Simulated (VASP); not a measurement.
A run of VASP 6.6.1 is set up as follows.

The input INCAR:

```
  PREC = Accurate
  ENCUT = 520
  EDIFF = 1E-6
  ISMEAR = 0
  SIGMA = 0.01
  LREAL = Auto
  LASPH = True
  NELM = 60
  ALGO = Normal
  ISIF = 2
  LWAVE = False
  LCHARG = False
  GGA = PE
  IBRION = 2
  NSW = 65
  EDIFFG = -0.025
  NELECT = 144.0
```

KPOINTS

```
regular mesh
0
Gamma
  2 2 2
```

Contents of POSCAR:

```
Ga8P8H
1.0
    0.0000000000      5.5051169748     -5.5051169748
    5.5051169748      5.5051169748      0.0000000000
    5.5051169748      0.0000000000     -5.5051169748
Ga P H
8 8 1
Direct
    0.4993324828      0.4993324828      0.0006675172
    0.4993324828      0.0006675172      0.0006675172
    1.0006675172      0.4993324828      0.0006675172
    1.0000000000      0.0000000000      0.0000000000
    0.5000000000      0.5000000000      0.5000000000
    0.4993324828      0.0006675172      0.4993324828
    1.0006675172      0.4993324828      0.4993324828
    1.0006675172      0.0006675172      0.4993324828
    0.3750173769      0.3750173769      0.3750173769
    0.3750173769      0.8749478694      0.3750173769
    0.8749478694      0.3750173769      0.3750173769
    0.8729723368      0.8729723368      0.3810829896
    0.3750173769      0.3750173769      0.8749478694
    0.3810829896      0.8729723368      0.8729723368
    0.8729723368      0.3810829896      0.8729723368
    0.8729723368      0.8729723368      0.8729723368
    0.7500000000      0.7500000000      0.7500000000
```

Potentials or basis: VASP PAW PBE potentials, release 64 (Ga_d, P, H).

The run is started by

```sh
$ cat potpaw_PBE.64/Ga_d/POTCAR potpaw_PBE.64/P/POTCAR potpaw_PBE.64/H/POTCAR > POTCAR
$ mpirun -np 1 vasp_std > vasp.out
```

(1) Predict the energy gained by relaxing.

## Answers

(1) 0.3 meV/atom.

Caveat: the k points lie up to 0.49 Å⁻¹ apart; the cell carries a net charge on a neutralising background, which shifts energy and pressure.
